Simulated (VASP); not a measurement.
Crystal: V.

```
V
1.0
     4.80030    0.00000    0.00000
     0.00000    4.80030    0.00000
     0.00000    0.00000    4.80030
V
8
Direct
  0.00000 0.00000 0.00000
  0.50000 0.50000 0.50000
  0.25000 0.00000 0.50000
  0.75000 0.00000 0.50000
  0.50000 0.25000 0.00000
  0.50000 0.75000 0.00000
  0.00000 0.50000 0.25000
  0.00000 0.50000 0.75000
```

* Program: VASP 6.6.1
* Task: relaxation of cell and atoms
* Functional: LDA
* Potentials or basis: VASP PAW LDA potentials, release 64 (V_sv)
* Cutoff: 500 eV
* k mesh: 5 × 5 × 5
* Occupations: fermi-dirac, width 0.1 eV
* Spin: no spin polarisation

At the start: pressure -13.6 GPa; volume 13.83 Å³/atom.

**Question.** How do energy, volume and symmetry change on relaxing?

**Answer.** Over 4 steps the energy falls by 44.4 meV/atom and the volume is 12.84 Å³/atom (-7.1 %); space group Pm-3n (No. 223, to 0.1 Å) before and after.

The path:
| step | energy change (eV) | largest force (eV/Å) | pressure (GPa) | volume (Å³) |
| --- | --- | --- | --- | --- |
| 1 | 0.0000 | 0.0000 | -13.56 | 110.61 |
| 2 | 0.3570 | 0.0000 | 25.18 | 92.92 |
| 3 | -0.3549 | 0.0000 | -0.41 | 102.89 |
| 4 | -0.3551 | 0.0000 | -0.04 | 102.71 |

Final structure:
```
V
1.0
     4.68315    0.00000    0.00000
     0.00000    4.68315    0.00000
     0.00000    0.00000    4.68315
V
8
Direct
  0.00000 0.00000 0.00000
  0.50000 0.50000 0.50000
  0.25000 0.00000 0.50000
  0.75000 0.00000 0.50000
  0.50000 0.25000 0.00000
  0.50000 0.75000 0.00000
  0.00000 0.50000 0.25000
  0.00000 0.50000 0.75000
```
